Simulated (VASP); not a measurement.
Input of a VASP 6.6.1 run:

File INCAR:

```
PREC = Accurate
ENCUT = 500
EDIFF = 1E-6
ISMEAR = 0
SIGMA = 0.02
LREAL = False
LASPH = True
NELM = 120
ALGO = Normal
ISIF = 2
LWAVE = False
LCHARG = False
GGA = PS
NBANDS = 16
GGA_COMPAT = False
```

The input KPOINTS:

```
regular mesh
0
Gamma
  6 6 6
```

Contents of POSCAR:

```
ZnS
1.0
    0.0000000000      2.6783892765      2.6783892765
    2.6783892765      0.0000000000      2.6783892765
    2.6783892765      2.6783892765      0.0000000000
Zn S
1 1
Direct
    0.0000000000      0.0000000000      0.0000000000
    0.2500000000      0.2500000000      0.2500000000
```

Potentials or basis: VASP PAW PBE potentials, release 64 (Zn, S).

Command:

```bash
$ cat potpaw_PBE.64/Zn/POTCAR potpaw_PBE.64/S/POTCAR > POTCAR
$ mpirun -np 1 vasp_std > vasp.out
```

Question: Predict the pressure.

Answer: 0.2 GPa.

Question: Predict the band gap on the k mesh.

Answer: 2.09 eV, direct.

Caveat: the PAW data sets were made with another functional, which shifts forces and pressure a little.
